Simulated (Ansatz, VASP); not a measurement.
## Ca3SbP in VASP and in Ansatz

```
CELL_PARAMETERS angstrom
5.20803 0.00000 0.00000
0.00000 5.20803 0.00000
0.00000 0.00000 5.20803
ATOMIC_POSITIONS crystal
Ca 0.99139 0.50000 0.50000
Ca 0.46572 0.00000 0.50000
Ca 0.46572 0.50000 0.00000
Sb 0.02633 0.00000 0.00000
P 0.49634 0.50000 0.50000
```

Change from the starting cell: mode 1 frozen in at -0.180 Å, equal normal strain along x, y and z -0.0083.

Alike in both runs: task single point; functional LDA; k mesh 6 × 6 × 6; occupations gaussian, width 0.05 eV; no spin polarisation.

```csv
,VASP,Ansatz
version,VASP 6.6.1,Ansatz 0.2.0
potentials or method,"VASP PAW LDA potentials, release 64 (Ca_sv, Sb, P), cutoff 520 eV","scalar-relativistic, plane waves, PAW"
valence electrons in the cell,40,50
```

Ansatz gave:

```
gap on the k mesh at the Fermi level (eV)                     : 0.66
least direct gap on the mesh (eV)                             : 0.66
pressure (GPa)                                                : 1.5
traceless stress, the component that is largest in VASP (GPa) : 0.53
rms of the force components (eV/Å)                            : 0.017
```

Estimate VASP's values.

gap on the k mesh at the Fermi level (eV): 0.65; least direct gap on the mesh (eV): 0.65; pressure (GPa): 1.7; traceless stress, the component that is largest in VASP (GPa): 0.53; rms of the force components (eV/Å): 0.020.

LDA's correlation is that of Perdew and Zunger in VASP and of Perdew and Wang (1992) in Ansatz. Atom by atom the forces differ by 0.003 eV/Å (rms over components). VASP's potentials hold 40 valence electrons a cell and Ansatz's 50, so a difference there can come from the potentials and not from the codes.

Spin-orbit coupling is off throughout.
